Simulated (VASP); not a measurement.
# Ag (I4/mmm) in VASP: further runs, part 2 of 2

VASP 6.6.1.

### Step 4. Single point, r2SCAN

This run uses another cell than the first one, of the same volume but with other edges.

Contents of POSCAR:

```
Ag
1.0
    0.0000000000      2.1006821639      1.9326275907
    2.1006821639      0.0000000000      1.9326275907
    2.1006821639      2.1006821639      0.0000000000
Ag
1
Direct
    0.0000000000      0.0000000000      0.0000000000
```

Contents of INCAR.step1:

```
PREC     = Accurate       # precision mode
ENCUT    = 520            # plane-wave cutoff, eV
ISMEAR   = 0              # smearing method
SIGMA    = 0.15           # smearing width, eV
LREAL    = F              # projectors in reciprocal space
LASPH    = T              # aspherical terms in the spheres
NELM     = 60             # most SCF steps
NBANDS   = 12             # bands
GGA      = PE             # functional
ALGO     = Normal         # electronic algorithm
EDIFF    = 1E-4           # SCF threshold, eV
LWAVE    = T              # write WAVECAR
LCHARG   = F              # write CHGCAR
```

Contents of INCAR.step2:

```
PREC     = Accurate       # precision mode
ENCUT    = 520            # plane-wave cutoff, eV
EDIFF    = 1E-7           # SCF threshold, eV
ISMEAR   = 0              # smearing method
SIGMA    = 0.15           # smearing width, eV
LREAL    = F              # projectors in reciprocal space
LASPH    = T              # aspherical terms in the spheres
NELM     = 60             # most SCF steps
ALGO     = Normal         # electronic algorithm
ISIF     = 2              # what is computed and relaxed
LWAVE    = F              # write WAVECAR
LCHARG   = F              # write CHGCAR
METAGGA  = R2SCAN         # meta-GGA
LMIXTAU  = T            
NBANDS   = 12             # bands
ISTART   = 1
```

Contents of KPOINTS:

```
Automatic mesh
0
Gamma
  22 22 22
```

Potentials or basis: VASP PAW PBE potentials, release 64 (Ag).

Run with:

```bash
> cat potpaw_PBE.64/Ag/POTCAR > POTCAR
> cp INCAR.step1 INCAR
> mpirun -np 1 vasp_std > vasp.out
> cp INCAR.step2 INCAR
> mpirun -np 1 vasp_std > vasp.out
```

OUTCAR:

```text
PREC = Accurate
   ENCUT = 520
   EDIFF = 1E-7
   ISMEAR = 0
   LREAL = F
   LASPH = T
   NELM = 60
   ISIF = 2
   METAGGA = R2SCAN
   ISTART = 1

 ion  position               nearest neighbor table
   1  0.000  0.000  0.000-

  LATTYP: Found a body centered tetragonal cell.
 ALAT       =     2.9708132064
 C/A-ratio  =     1.3010764773

  Lattice vectors:

 A1 = (   0.0000000000,  -2.1006821639,  -1.9326275907)
 A2 = (   0.0000000000,   2.1006821639,  -1.9326275907)
 A3 = (   2.1006821639,   0.0000000000,   1.9326275907)

Analysis of symmetry for initial positions (statically):
=====================================================================
 Subroutine PRICEL returns:
 Original cell was already a primitive cell.

 Routine SETGRP: Setting up the symmetry group for a
 body centered tetragonal supercell.

 Subroutine GETGRP returns: Found 16 space group operations
 (whereof 16 operations were pure point group operations)
 out of a pool of 16 trial point group operations.

The static configuration has the point symmetry D_4h.

Analysis of symmetry for dynamics (positions and initial velocities):
=====================================================================
 Subroutine PRICEL returns:
 Original cell was already a primitive cell.

 Routine SETGRP: Setting up the symmetry group for a
 body centered tetragonal supercell.

 Subroutine GETGRP returns: Found 16 space group operations
 (whereof 16 operations were pure point group operations)
 out of a pool of 16 trial point group operations.

The dynamic configuration has the point symmetry D_4h.

 Subroutine INISYM returns: Found 16 space group operations
 (whereof 16 operations are pure point group operations),
 and found     1 'primitive' translations

----------------------------------------------------------------------------------------

                                     Primitive cell

  volume of cell :      17.0569

  direct lattice vectors                    reciprocal lattice vectors
     0.000000000  2.100682164  1.932627591    -0.238017920  0.238017920  0.258715131
     2.100682164  0.000000000  1.932627591     0.238017920 -0.238017920  0.258715131
     2.100682164  2.100682164  0.000000000     0.238017920  0.238017920 -0.258715131

  length of vectors
     2.854455282  2.854455282  2.970813206     0.424545145  0.424545145  0.424545145

  position of ions in fractional coordinates (direct lattice)
     0.000000000  0.000000000  0.000000000

  ion indices of the primitive-cell ions
   primitive index   ion index
                 1           1

----------------------------------------------------------------------------------------

 KPOINTS: Automatic mesh

Automatic generation of k-mesh.
 Grid dimensions read from file:
 generate k-points for:   22   22   22

 Generating k-lattice:

  Cartesian coordinates                     Fractional coordinates (reciprocal lattice)
    -0.010818996  0.010818996  0.011759779     0.045454545  0.000000000  0.000000000
     0.010818996 -0.010818996  0.011759779     0.000000000  0.045454545  0.000000000
     0.010818996  0.010818996 -0.011759779    -0.000000000 -0.000000000  0.045454545

  Length of vectors
     0.019297507  0.019297507  0.019297507

  Shift w.r.t. Gamma in fractional coordinates (k-lattice)
     0.000000000  0.000000000  0.000000000

 Subroutine IBZKPT returns following result:
 ===========================================

 Found    834 irreducible k-points:

 Following reciprocal coordinates:
            Coordinates               Weight
  0.000000  0.000000  0.000000      1.000000
  0.045455  0.000000  0.000000      8.000000
  0.090909  0.000000  0.000000      8.000000
  0.136364 -0.000000  0.000000      8.000000
  0.181818 -0.000000  0.000000      8.000000
  0.227273  0.000000  0.000000      8.000000
[... 16 lines left out ...]
  0.500000  0.045455  0.000000      8.000000
 -0.454545  0.045455  0.000000      8.000000
 [... further k-points ...]
   k-points           NKPTS =    834   k-points in BZ     NKDIM =    834   number of bands    NBANDS=     12
   number of dos      NEDOS =    301   number of ions     NIONS =      1
   total plane-waves  NPLWV =  13824
   dimension x,y,z NGX =    24 NGY =   24 NGZ =   24
   dimension x,y,z NGXF=    48 NGYF=   48 NGZF=   48
   ions per type =               1
   NGX,Y,Z   is equivalent  to a cutoff of  13.98, 13.98, 13.43 a.u.
   NGXF,Y,Z  is equivalent  to a cutoff of  27.96, 27.96, 26.86 a.u.
 SYSTEM =  unknown system
   PREC   = accura    normal or accurate (medium, high low for compatibility)
   ISTART =      1    job   : 0-new  1-cont  2-samecut
   ICHARG =      0    charge: 1-file 2-atom 10-const
   ISPIN  =      1    spin polarized calculation?
   LNONCOLLINEAR =      F non collinear calculations
   LSORBIT =      F    spin-orbit coupling
   LASPH  =      T    aspherical Exc in radial PAW
   ENCUT  =  520.0 eV  38.22 Ry    6.18 a.u.   5.31  5.31  5.52*2*pi/ulx,y,z
   NELM   =     60;   NELMIN=  2; NELMDL=  0     # of ELM steps
   EDIFF  = 0.1E-06   stopping-criterion for ELM
   LREAL  =      F    real-space projection
   EDIFFG = 0.1E-05   stopping-criterion for IOM
   NSW    =      0    number of steps for IOM
   IBRION =     -1    ionic relax: 0-MD 1-quasi-New 2-CG
   NFREE  =      0    steps in history (QN), initial steepest desc. (CG)
   ISIF   =      2    stress and relaxation
   ISYM   =      2    0-nonsym 1-usesym 2-fastsym
   POTIM  = 0.5000    time-step for ionic-motion
   TEBEG  =    0.0;   TEEND  =   0.0 temperature during run
   PSTRESS=    0.0 pullay stress
   NELECT =      11.0000    total number of electrons
   NUPDOWN=      -1.0000    fix difference up-down
   EMIN   =  10.00;   EMAX   =-10.00  energy-range for DOS
   EFERMI =   0.00;   METHOD = LEGACY
   ISMEAR =     0;   SIGMA  =   0.15  broadening in eV -4-tet -1-fermi 0-gaus
   EFERMI_NEDOS =   21; number of points for ismear=-14 and -15
   IALGO  =     38    algorithm
   IMIX   =      4    mixing-type and parameters
     AMIX     =   0.40;   BMIX     =  1.00
     AMIX_MAG =   1.60;   BMIX_MAG =  1.00
  volume/ion in A,a.u.               =      17.06       115.11
  Fermi-wavevector in a.u.,A,eV,Ry     =   1.414402  2.672832 27.218893  2.000532
  Thomas-Fermi vector in A             =   2.535948
   LORBIT       =      0    0 simple, 1 ext, 2 COOP (PROOUT), +10 PAW based schemes
   METAGGA = R2SCAN    functional components
   LHFCALC =     F    Hartree Fock is set to
   AEXX    =    0.0000 exact exchange contribution
   IVDW    =     0    specifies the selected vdW correction
   LEPSILON=     F    determine dielectric tensor
   LRPA    =     F    only Hartree local field effects (RPA)
 non-spin polarized calculation
 Gauss-broadening in eV      SIGMA  =   0.15
  energy-cutoff  :      520.00
  volume of cell :       17.06
 maximum number of plane-waves:       483
 NGX is ok and might be reduce to    24

 number of electron      10.9999998 magnetization

 Free energy of the ion-electron system (eV)
  ---------------------------------------------------
  ext. energy  EPLUGINS =         0.00000000
  ---------------------------------------------------
  free energy    TOTEN  =       -21.35175023 eV

  energy without entropy =      -21.34909005  energy(sigma->0) =      -21.35042014

 E-fermi :   8.4551     XC(G=0): -12.9658

 val. band max:        8.4458205484   @ k =   0.5000   0.3182   0.1818
 cond. band min:       8.4705050623   @ k =   0.5000   0.0000   0.0909
 fundamental gap:      0.0246845139
 Fermi energy:         8.4550864090

 k-point     1 :       0.0000    0.0000    0.0000
  band No.  band energies     occupation
      1       0.4707      2.00000
      2       3.1423      2.00000
      3       3.1423      2.00000
      4       3.6328      2.00000
      5       4.0518      2.00000
      6       4.5629      2.00000
      7      25.1941      0.00000
      8      28.4343      0.00000
      9      28.4343      0.00000
     10      29.6292      0.00000
     11      33.7554      0.00000
     12      34.2229      0.00000
[... 331 lines left out ...]
 k-point    24 :      -0.4545    0.0455    0.0000
  band No.  band energies     occupation
      1       1.7466      2.00000
      2       3.0491      2.00000
      3       3.4995      2.00000
      4       4.9097      2.00000
      5       5.2241      2.00000
      6       8.0183      1.99996
      7      12.5169      0.00000
      8      24.0860      0.00000
      9      26.0328      0.00000
     10      27.7299      0.00000
     11      31.3683      0.00000
     12      32.5282      0.00000

 [... further k-points ...]

------------------------ aborting loop because EDIFF is reached ----------------------------------------

  FORCE on cell =-STRESS in cart. coord.  units (eV):
  Direction    XX          YY          ZZ          XY          YZ          ZX
  --------------------------------------------------------------------------------------
  -------------------------------------------------------------------------------------
  Total        0.1134989      0.1134989      0.3379397      0.0000000      0.0000000      0.0000000
  in kB       10.6611325     10.6611325     31.7432210      0.0000000      0.0000000      0.0000000
  external PRESSURE =      17.6884953 kB  Pullay stress =       0.0000000 kB

 VOLUME and BASIS-vectors are now :
 -----------------------------------------------------------------------------
  energy-cutoff  :      520.00
  volume of cell :       17.06
      direct lattice vectors                 reciprocal lattice vectors
     0.000000000  2.100682164  1.932627591    -0.238017920  0.238017920  0.258715131
     2.100682164  0.000000000  1.932627591     0.238017920 -0.238017920  0.258715131
     2.100682164  2.100682164  0.000000000     0.238017920  0.238017920 -0.258715131

 POSITION                                       TOTAL-FORCE (eV/Angst)
 -----------------------------------------------------------------------------------
      0.00000      0.00000      0.00000         0.000000      0.000000      0.000000
 -----------------------------------------------------------------------------------
    total drift:                               -0.000000      0.000000      0.000000

  FREE ENERGIE OF THE ION-ELECTRON SYSTEM (eV)
  ---------------------------------------------------
  free  energy   TOTEN  =       -21.3517502332 eV

  energy  without entropy=      -21.3490900465  energy(sigma->0) =      -21.35042014
```

Wall time 7.4 min (1 thread of Intel Xeon 6975P-C, shared host); peak memory 0.29 GiB.

What came out:

```yaml
Free_energy: -21.3518 eV
Pressure: 1.8 GPa
```

Stress tensor (GPa, compression positive):
```
1.07 0.00 0.00
0.00 1.07 0.00
0.00 0.00 3.17
```

Levels at points of the mesh, in eV from the Fermi level:
```tsv
k point	band 2	band 3	band 4	band 5	band 6	band 7	band 8	band 9	band 10	band 11
(0.00, 0.00, 0.00)	-5.31	-5.31	-4.82	-4.40	-3.89	16.74	19.98	19.98	21.17	25.30
(0.50, 0.00, 0.00)	-5.45	-4.93	-3.44	-3.18	-0.34	3.71	15.55	17.62	20.03	22.73
(0.50, 0.50, 0.00)	-6.70	-3.34	-3.07	-3.07	2.77	8.41	10.10	10.10	16.69	16.80
(0.50, 0.00, 0.50)	-6.67	-3.37	-3.30	-2.94	1.23	6.25	11.61	11.78	18.19	18.47
```

Caveat: the PAW data sets were made with another functional, which shifts forces and pressure a little.

### Step 5. Single point, r2SCAN

This run uses another cell than the first one, of the same volume but with other edges.

Contents of POSCAR:

```
Ag
1.0
    0.0000000000      1.9792108454      2.1771319299
    1.9792108454      0.0000000000      2.1771319299
    1.9792108454      1.9792108454      0.0000000000
Ag
1
Direct
    0.0000000000      0.0000000000      0.0000000000
```

Contents of INCAR.step1:

```
ALGO = Normal
EDIFF = 1E-4
ENCUT = 520
GGA = PE
ISMEAR = 0
LASPH = True
LCHARG = False
LREAL = False
LWAVE = True
NBANDS = 12
NELM = 60
PREC = Accurate
SIGMA = 0.15
```

Contents of INCAR.step2:

```
ALGO = Normal
EDIFF = 1E-7
ENCUT = 520
ISIF = 2
ISMEAR = 0
ISTART = 1
LASPH = True
LCHARG = False
LMIXTAU = True
LREAL = False
LWAVE = False
METAGGA = R2SCAN
NBANDS = 12
NELM = 60
PREC = Accurate
SIGMA = 0.15
```

Contents of KPOINTS:

```
k-points
0
Gamma
  22 22 22
```

Run with:

```bash
> cat potpaw_PBE.64/Ag/POTCAR > POTCAR
> cp INCAR.step1 INCAR
> mpirun -np 1 vasp_std > vasp.out
> cp INCAR.step2 INCAR
> mpirun -np 1 vasp_std > vasp.out
```

Wall time 7.1 min (1 thread of Intel Xeon 6975P-C, shared host); peak memory 0.28 GiB.

The run converged. Its results:

```yaml
Free_energy: -21.3437 eV
Pressure: 2.0 GPa
```

Stress tensor (GPa, compression positive):
```
 3.65  0.00  0.00
 0.00  3.65  0.00
 0.00  0.00 -1.39
```

Levels at points of the mesh, in eV from the Fermi level:
```
           k point  band 3  band 4  band 5  band 6  band 7  band 8  band 9  band 10
(0.00, 0.00, 0.00)   -4.96   -4.96   -4.51   -3.85   16.74   19.47   20.76    20.76
(0.50, 0.00, 0.00)   -4.94   -3.46   -3.22   -0.37    3.70   15.12   18.26    19.78
(0.50, 0.50, 0.00)   -3.34   -3.17   -3.17    0.63    5.36   12.30   12.30    18.76
(0.50, 0.00, 0.50)   -3.42   -3.38   -2.86    2.27    7.75   10.54   10.62    17.12
```

Caveat: the PAW data sets were made with another functional, which shifts forces and pressure a little.

### Step 6. Summary

```csv
cell,gap on the mesh (eV),pressure (GPa)
"a = 2.815, b = 2.815, c = 3.139 Å, angles 56.1, 56.1, 67.8°, 1 atom",none,2.3
"a = 3.070, b = 3.070, c = 2.647 Å, angles 64.5, 64.5, 51.1°, 1 atom",none,6.3
"a = 2.854, b = 2.854, c = 2.971 Å, angles 58.6, 58.6, 62.7°, 1 atom",none,1.8
"a = 2.942, b = 2.942, c = 2.799 Å, angles 61.6, 61.6, 56.8°, 1 atom",none,2.0
```

Alike in all rows: task single point; level r2SCAN; potentials or basis VASP PAW PBE potentials, release 64 (Ag); no spin polarisation; k mesh 22 × 22 × 22; cutoff (eV) 520; smearing gaussian 0.15 eV.

Caveats: the PAW data sets were made with another functional, which shifts forces and pressure a little.

Absolute energies hang on the potentials; compare differences alone.
